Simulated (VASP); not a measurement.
Wanted: the native input for a VASP 6.6.1 run.

```yaml
Task: relaxation of the atoms
Functional: PBE
Potentials_or_basis: VASP PAW PBE potentials, release 64 (Si, C)
Cutoff: 520 eV
k_mesh: 17 × 17 × 17
Occupations: fermi-dirac, width 0.02 eV
Spin: no spin polarisation
Dipole_correction: no
Further_INCAR_settings: ALGO = Normal; EDIFF = 1e-07; IBRION = 2; EDIFFG = -0.02; NSW = 80
```

The structure of SiC lies in POSCAR:

```
SiC
1.0
    0.0000000000      2.1790000000      2.2225800000
    2.1790000000      0.0000000000      2.2225800000
    2.1790000000      2.1790000000      0.0000000000
Si C
1 1
Direct
    0.0000000000      0.0000000000      0.0000000000
    0.2500000000      0.2500000000      0.2500000000
```

This cell differs from its parent crystal: z stretched by +2 %.

One way to write it, as run:

INCAR

```
PREC     = Accurate       # precision mode
ENCUT    = 520            # plane-wave cutoff, eV
EDIFF    = 1E-7           # SCF threshold, eV
ISMEAR   = -1             # smearing method
SIGMA    = 0.02           # smearing width, eV
LREAL    = False          # projectors in reciprocal space
LASPH    = True           # aspherical terms in the spheres
NELM     = 120            # most SCF steps
ALGO     = Normal         # electronic algorithm
ISIF     = 2              # what is computed and relaxed
LWAVE    = False          # write WAVECAR
LCHARG   = False          # write CHGCAR
GGA      = PE             # functional
IBRION   = 2              # ionic algorithm
NSW      = 80             # ionic steps
EDIFFG   = -0.02          # ionic threshold
GGA_COMPAT= False        
NELMIN   = 4
```

KPOINTS

```
Automatic mesh
0
Gamma
  17 17 17
```

Potentials or basis: VASP PAW PBE potentials, release 64 (Si, C).

The run is started by

```bash
$ cat potpaw_PBE.64/Si/POTCAR potpaw_PBE.64/C/POTCAR > POTCAR
$ mpirun -np 1 vasp_std > vasp.out
```

It gave:

The pressure after relaxing is -1.1 GPa and the band gap on the k mesh is 1.31 eV (least direct gap 4.52 eV).

Caveat: the cell differs from its parent crystal (z stretched by +2 %).

It took 78 s on 1 thread of Oxide Virtual Turin-like Processor, on a shared host, peak memory 0.15 GiB.
